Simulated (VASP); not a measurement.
# Os2Pt (I4/mmm) in VASP: single point with PBE

Aim: the single point of Os2Pt with PBE.

Program: VASP 6.6.1. These are calculated values, not measurements. Logs are shortened: lines on timing, memory, paths and dates and some standing lists are left out, and cuts for length are marked.

### 1 The cell of the first run

The structure is tetragonal, space group I4/mmm (No. 139). Conventional cell: a = 3.312 Å, b = 3.312 Å, c = 8.319 Å, α = 90.00°, β = 90.00°, γ = 90.00°. Os (site symmetry 4mm) has 9 Os at 2.63 to 3.31 Å and 5 Pt at 2.68 to 2.77 Å within 3.5 Å. Pt (site symmetry 4/mmm) has 10 Os at 2.68 to 2.77 Å and 4 Pt at 3.31 Å within 3.5 Å.

### 2 Single point, PBE

The input, INCAR:

```
ALGO = Fast
EDIFF = 1E-6
ENCUT = 520
GGA = PE
ISIF = 2
ISMEAR = 0
LASPH = T
LCHARG = F
LREAL = F
LWAVE = F
NBANDS = 20
NELM = 100
PREC = Accurate
SIGMA = 0.1
```

The input, KPOINTS:

```
k-points
0
Gamma
  20 20 20
```

The input, POSCAR:

```
Os2Pt
1.0
   -1.6559421707      1.6559421707      4.1595143148
    1.6559421707     -1.6559421707      4.1595143148
    1.6559421707      1.6559421707     -4.1595143148
Os Pt
2 1
Direct
    0.6782372264      0.6782372264      0.0000000000
    0.3217627736      0.3217627736      0.0000000000
    0.0000000000      0.0000000000      0.0000000000
```

Potentials or basis: VASP PAW PBE potentials, release 64 (Os, Pt).

Run with:

```bash
cat potpaw_PBE.64/Os/POTCAR potpaw_PBE.64/Pt/POTCAR > POTCAR
mpirun -np 1 vasp_std > vasp.out
```

OUTCAR:

```text
EDIFF = 1E-6
   ENCUT = 520
   GGA = PE
   ISIF = 2
   ISMEAR = 0
   LASPH = T
   LREAL = F
   NELM = 100
   PREC = Accurate

 ion  position               nearest neighbor table
   1  0.678  0.678  0.000-   2 2.63   2 2.63   2 2.63   2 2.63   3 2.68   3 2.77   3 2.77   3 2.77
                             3 2.77   2 2.97
   2  0.322  0.322  0.000-   1 2.63   1 2.63   1 2.63   1 2.63   3 2.68   3 2.77   3 2.77   3 2.77
                             3 2.77   1 2.97
   3  0.000  0.000  0.000-   1 2.68   2 2.68   1 2.77   2 2.77   1 2.77   1 2.77   1 2.77   2 2.77
                             2 2.77   2 2.77

  LATTYP: Found a body centered tetragonal cell.
 ALAT       =     3.3118843414
 C/A-ratio  =     2.5118717238

  Lattice vectors:

 A1 = (  -1.6559421707,   1.6559421707,   4.1595143148)
 A2 = (   1.6559421707,  -1.6559421707,   4.1595143148)
 A3 = (   1.6559421707,   1.6559421707,  -4.1595143148)

Analysis of symmetry for initial positions (statically):
=====================================================================
 Subroutine PRICEL returns:
 Original cell was already a primitive cell.

 Routine SETGRP: Setting up the symmetry group for a
 body centered tetragonal supercell.

 Subroutine GETGRP returns: Found 16 space group operations
 (whereof 16 operations were pure point group operations)
 out of a pool of 16 trial point group operations.

The static configuration has the point symmetry D_4h.

Analysis of symmetry for dynamics (positions and initial velocities):
=====================================================================
 Subroutine PRICEL returns:
 Original cell was already a primitive cell.

 Routine SETGRP: Setting up the symmetry group for a
 body centered tetragonal supercell.

 Subroutine GETGRP returns: Found 16 space group operations
 (whereof 16 operations were pure point group operations)
 out of a pool of 16 trial point group operations.

The dynamic configuration has the point symmetry D_4h.

 Subroutine INISYM returns: Found 16 space group operations
 (whereof 16 operations are pure point group operations),
 and found     1 'primitive' translations

----------------------------------------------------------------------------------------

                                     Primitive cell

  volume of cell :      45.6240

  direct lattice vectors                    reciprocal lattice vectors
    -1.655942171  1.655942171  4.159514315     0.000000000  0.301942911  0.120206342
     1.655942171 -1.655942171  4.159514315     0.301942911  0.000000000  0.120206342
     1.655942171  1.655942171 -4.159514315     0.301942911  0.301942911  0.000000000

  length of vectors
     4.773452449  4.773452449  4.773452449     0.324990902  0.324990902  0.427011760

  position of ions in fractional coordinates (direct lattice)
     0.678237226  0.678237226  0.000000000
     0.321762774  0.321762774  0.000000000
     0.000000000  0.000000000  0.000000000

  ion indices of the primitive-cell ions
   primitive index   ion index
                 1           1
                 2           2
                 3           3

----------------------------------------------------------------------------------------

 KPOINTS: k-points

Automatic generation of k-mesh.
 Grid dimensions read from file:
 generate k-points for:   20   20   20

 Generating k-lattice:

  Cartesian coordinates                     Fractional coordinates (reciprocal lattice)
     0.000000000  0.015097146  0.006010317     0.050000000  0.000000000 -0.000000000
     0.015097146  0.000000000  0.006010317     0.000000000  0.050000000 -0.000000000
     0.015097146  0.015097146  0.000000000     0.000000000  0.000000000  0.050000000

  Length of vectors
     0.016249545  0.016249545  0.021350588

  Shift w.r.t. Gamma in fractional coordinates (k-lattice)
     0.000000000  0.000000000  0.000000000

 Subroutine IBZKPT returns following result:
 ===========================================

 Found    641 irreducible k-points:

 Following reciprocal coordinates:
            Coordinates               Weight
  0.000000  0.000000  0.000000      1.000000
  0.050000  0.000000 -0.000000      8.000000
  0.100000 -0.000000  0.000000      8.000000
  0.150000  0.000000  0.000000      8.000000
  0.200000 -0.000000  0.000000      8.000000
  0.250000 -0.000000  0.000000      8.000000
[... 16 lines left out ...]
 -0.400000  0.050000 -0.000000     16.000000
 -0.350000  0.050000 -0.000000     16.000000
 [... further k-points ...]
   k-points           NKPTS =    641   k-points in BZ     NKDIM =    641   number of bands    NBANDS=     20
   number of dos      NEDOS =    301   number of ions     NIONS =      3
   total plane-waves  NPLWV =  46656
   dimension x,y,z NGX =    36 NGY =   36 NGZ =   36
   dimension x,y,z NGXF=    72 NGYF=   72 NGZF=   72
   ions per type =               2   1
   NGX,Y,Z   is equivalent  to a cutoff of  12.54, 12.54, 12.54 a.u.
   NGXF,Y,Z  is equivalent  to a cutoff of  25.08, 25.08, 25.08 a.u.
 SYSTEM =  unknown system
   PREC   = accura    normal or accurate (medium, high low for compatibility)
   ISTART =      0    job   : 0-new  1-cont  2-samecut
   ICHARG =      2    charge: 1-file 2-atom 10-const
   ISPIN  =      1    spin polarized calculation?
   LNONCOLLINEAR =      F non collinear calculations
   LSORBIT =      F    spin-orbit coupling
   LASPH  =      T    aspherical Exc in radial PAW
   ENCUT  =  520.0 eV  38.22 Ry    6.18 a.u.   8.88  8.88  8.88*2*pi/ulx,y,z
   NELM   =    100;   NELMIN=  2; NELMDL= -5     # of ELM steps
   EDIFF  = 0.1E-05   stopping-criterion for ELM
   LREAL  =      F    real-space projection
   EDIFFG = 0.1E-04   stopping-criterion for IOM
   NSW    =      0    number of steps for IOM
   IBRION =     -1    ionic relax: 0-MD 1-quasi-New 2-CG
   NFREE  =      0    steps in history (QN), initial steepest desc. (CG)
   ISIF   =      2    stress and relaxation
   ISYM   =      2    0-nonsym 1-usesym 2-fastsym
   POTIM  = 0.5000    time-step for ionic-motion
   TEBEG  =    0.0;   TEEND  =   0.0 temperature during run
   PSTRESS=    0.0 pullay stress
   NELECT =      26.0000    total number of electrons
   NUPDOWN=      -1.0000    fix difference up-down
   EMIN   =  10.00;   EMAX   =-10.00  energy-range for DOS
   EFERMI =   0.00;   METHOD = LEGACY
   ISMEAR =     0;   SIGMA  =   0.10  broadening in eV -4-tet -1-fermi 0-gaus
   EFERMI_NEDOS =   21; number of points for ismear=-14 and -15
   IALGO  =     68    algorithm
   IMIX   =      4    mixing-type and parameters
     AMIX     =   0.40;   BMIX     =  1.00
     AMIX_MAG =   1.60;   BMIX_MAG =  1.00
  volume/ion in A,a.u.               =      15.21       102.63
  Fermi-wavevector in a.u.,A,eV,Ry     =   1.357276  2.564880 25.064642  1.842199
  Thomas-Fermi vector in A             =   2.484209
   LORBIT       =      0    0 simple, 1 ext, 2 COOP (PROOUT), +10 PAW based schemes
   GGA     = PE    functional components
   LHFCALC =     F    Hartree Fock is set to
   AEXX    =    0.0000 exact exchange contribution
   IVDW    =     0    specifies the selected vdW correction
   LEPSILON=     F    determine dielectric tensor
   LRPA    =     F    only Hartree local field effects (RPA)
 non-spin polarized calculation
 RMM-DIIS sequential band-by-band and
 Gauss-broadening in eV      SIGMA  =   0.10
  energy-cutoff  :      520.00
  volume of cell :       45.62
 maximum number of plane-waves:      1246
   NGX = 17   NGY = 17   NGZ = 17

 number of electron      26.0000001 magnetization

 Free energy of the ion-electron system (eV)
  ---------------------------------------------------
  ext. energy  EPLUGINS =         0.00000000
  ---------------------------------------------------
  free energy    TOTEN  =       -27.11809284 eV

  energy without entropy =      -27.09262602  energy(sigma->0) =      -27.10535943

 E-fermi :   9.2942     XC(G=0): -13.5034

 val. band max:        9.2916433143   @ k =  -0.3000  -0.3000   0.3000
 cond. band min:       9.2946197982   @ k =   0.4500   0.3500   0.0500
 fundamental gap:      0.0029764839
 Fermi energy:         9.2942237663

 k-point     1 :       0.0000    0.0000    0.0000
  band No.  band energies     occupation
      1      -0.9612      2.00000
      2       3.7024      2.00000
      3       4.2741      2.00000
      4       4.3843      2.00000
      5       4.7786      2.00000
      6       4.8384      2.00000
[... 12 lines left out ...]
     19      21.8849      0.00000
     20      21.8902      0.00000

 k-point     2 :       0.0500    0.0000   -0.0000
  band No.  band energies     occupation
      1      -0.9043      2.00000
      2       3.6847      2.00000
      3       4.2949      2.00000
      4       4.3852      2.00000
      5       4.7930      2.00000
      6       4.8117      2.00000
[... 12 lines left out ...]
     19      21.0254      0.00000
     20      21.6227      0.00000

 k-point     3 :       0.1000   -0.0000    0.0000
  band No.  band energies     occupation
      1      -0.7351      2.00000
      2       3.6396      2.00000
      3       4.2242      2.00000
      4       4.4494      2.00000
      5       4.7988      2.00000
      6       4.8316      2.00000
[... 12 lines left out ...]
     19      19.6194      0.00000
     20      20.6701      0.00000

 k-point     4 :       0.1500    0.0000    0.0000
  band No.  band energies     occupation
      1      -0.4585      2.00000
      2       3.5725      2.00000
      3       4.0140      2.00000
      4       4.4565      2.00000
      5       4.8804      2.00000
      6       5.0102      2.00000
[... 12 lines left out ...]
     19      18.1571      0.00000
     20      19.7691      0.00000

 k-point     5 :       0.2000   -0.0000    0.0000
  band No.  band energies     occupation
      1      -0.0831      2.00000
      2       3.4538      2.00000
      3       3.7322      2.00000
      4       4.4977      2.00000
      5       4.8861      2.00000
      6       5.1995      2.00000
[... 12 lines left out ...]
     19      17.0361      0.00000
     20      18.9838      0.00000

 k-point     6 :       0.2500   -0.0000    0.0000
  band No.  band energies     occupation
      1       0.3777      2.00000
      2       3.1820      2.00000
      3       3.5886      2.00000
      4       4.5693      2.00000
      5       4.6430      2.00000
      6       5.0920      2.00000
[... 12 lines left out ...]
     19      17.8828      0.00000
     20      18.3823      0.00000

 k-point     7 :       0.3000    0.0000    0.0000
  band No.  band energies     occupation
      1       0.9045      2.00000
      2       2.8547      2.00000
      3       3.5462      2.00000
      4       4.3052      2.00000
      5       4.6251      2.00000
      6       5.1182      2.00000
[... 12 lines left out ...]
     19      17.9825      0.00000
     20      18.8952      0.00000
[... 277 lines left out ...]
 k-point    20 :       0.4500    0.0500    0.0000
  band No.  band energies     occupation
      1       2.2382      2.00000
      2       2.6193      2.00000
      3       3.3693      2.00000
      4       3.6672      2.00000
      5       4.4672      2.00000
      6       5.0109      2.00000
[... 12 lines left out ...]
     19      17.6880      0.00000
     20      21.3957      0.00000

 k-point    21 :       0.5000    0.0500    0.0000
  band No.  band energies     occupation
      1       2.2149      2.00000
      2       2.9154      2.00000
      3       3.1224      2.00000
      4       3.6439      2.00000
      5       4.5494      2.00000
      6       5.0207      2.00000
[... 12 lines left out ...]
     19      17.6101      0.00000
     20      21.6435      0.00000

 k-point    22 :      -0.4500    0.0500   -0.0000
  band No.  band energies     occupation
      1       2.2762      2.00000
      2       2.5289      2.00000
      3       3.3108      2.00000
      4       3.7072      2.00000
      5       4.6324      2.00000
      6       5.1068      2.00000
[... 12 lines left out ...]
     19      17.5473      0.00000
     20      21.0035      0.00000

 k-point    23 :      -0.4000    0.0500   -0.0000
  band No.  band energies     occupation
      1       1.9920      2.00000
      2       2.4252      2.00000
      3       3.4484      2.00000
      4       3.8549      2.00000
      5       4.7222      2.00000
      6       5.1926      2.00000
[... 12 lines left out ...]
     19      17.5095      0.00000
     20      20.2869      0.00000

 k-point    24 :      -0.3500    0.0500   -0.0000
  band No.  band energies     occupation
      1       1.4241      2.00000
      2       2.6484      2.00000
      3       3.5159      2.00000
      4       4.0813      2.00000
      5       4.8004      2.00000
      6       5.1845      2.00000
[... 12 lines left out ...]
     19      17.5304      0.00000
     20      19.4343      0.00000

 [... further k-points ...]

------------------------ aborting loop because EDIFF is reached ----------------------------------------

  FORCE on cell =-STRESS in cart. coord.  units (eV):
  Direction    XX          YY          ZZ          XY          YZ          ZX
  --------------------------------------------------------------------------------------
  -------------------------------------------------------------------------------------
  Total       -0.0933203     -0.0933203     -0.1276471      0.0000000     -0.0000000     -0.0000000
  in kB       -3.2771323     -3.2771323     -4.4825861      0.0000000     -0.0000000     -0.0000000
  external PRESSURE =      -3.6789503 kB  Pullay stress =       0.0000000 kB

 VOLUME and BASIS-vectors are now :
 -----------------------------------------------------------------------------
  energy-cutoff  :      520.00
  volume of cell :       45.62
      direct lattice vectors                 reciprocal lattice vectors
    -1.655942171  1.655942171  4.159514315     0.000000000  0.301942911  0.120206342
     1.655942171 -1.655942171  4.159514315     0.301942911  0.000000000  0.120206342
     1.655942171  1.655942171 -4.159514315     0.301942911  0.301942911  0.000000000

 POSITION                                       TOTAL-FORCE (eV/Angst)
 -----------------------------------------------------------------------------------
      0.00000      0.00000      5.64227         0.000000      0.000000      0.048541
      0.00000      0.00000      2.67675        -0.000000     -0.000000     -0.048541
      0.00000      0.00000      0.00000         0.000000      0.000000     -0.000000
 -----------------------------------------------------------------------------------
    total drift:                               -0.000000      0.000000     -0.000000

  FREE ENERGIE OF THE ION-ELECTRON SYSTEM (eV)
  ---------------------------------------------------
  free  energy   TOTEN  =       -27.1180928392 eV

  energy  without entropy=      -27.0926260243  energy(sigma->0) =      -27.10535943
```

Wall time 21 min (1 thread of Oxide Virtual Turin-like, shared host); peak memory 0.66 GiB.

Results:

- Free energy: -27.1181 eV
- Pressure: -0.4 GPa
- Largest force: 0.049 eV/Å
- Band gap on the k mesh: zero (band 13 reaches 9.66 eV, above the bottom of band 14 at 8.11 eV)

Forces on the atoms (eV/Å):
```
Os   0.000  0.000  0.049
Os   0.000  0.000 -0.049
Pt   0.000  0.000  0.000
```

Stress tensor (GPa, compression positive):
```
-0.33  0.00  0.00
 0.00 -0.33  0.00
 0.00  0.00 -0.45
```

Levels at points of the mesh, in eV from the Fermi level:
| k point | band 11 | band 12 | band 13 | band 14 | band 15 | band 16 |
| --- | --- | --- | --- | --- | --- | --- |
| (0.00, 0.00, 0.00) | -1.93 | -1.84 | -1.84 | -1.00 | 0.72 | 1.39 |
| (0.50, 0.00, 0.00) | -0.80 | -0.52 | 0.21 | 0.58 | 1.26 | 1.29 |
| (0.50, 0.50, 0.00) | -0.82 | -0.52 | -0.36 | -0.01 | 0.06 | 1.83 |
| (0.50, 0.50, 0.50) | -2.47 | -0.65 | 0.37 | 0.78 | 1.45 | 1.45 |

Caveat: spin-orbit coupling is left out, which moves the levels of the heavy elements.
